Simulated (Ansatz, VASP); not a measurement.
# One calculation of Sn, two programs

```
Sn
1.0
    -2.89942    2.90080    1.55817
     2.90080   -2.89942    1.55817
     2.89858    2.89858   -1.55564
Sn
2
Direct
  0.00002 0.99998 0.00000
  0.74998 0.25002 0.50000
```

Alike in both runs: task single point; functional LDA; k mesh 11 × 11 × 8; occupations fermi-dirac, width 0.1 eV; no spin polarisation.

```csv
,VASP,Ansatz
version,VASP 6.6.1,Ansatz 0.2.0
potentials or method,"VASP PAW LDA potentials, release 64 (Sn_d), cutoff 520 eV","plane waves (600 eV) with PAW, scalar-relativistic"
valence electrons in the cell,28,28
```

```csv
,VASP,Ansatz,Ansatz less VASP
pressure (GPa),0.0,0.0,-0.04
```

Ansatz warns that its potentials were made for another functional, while VASP's fit it. LDA's correlation is that of Perdew and Zunger in VASP and of Perdew and Wang (1992) in Ansatz.
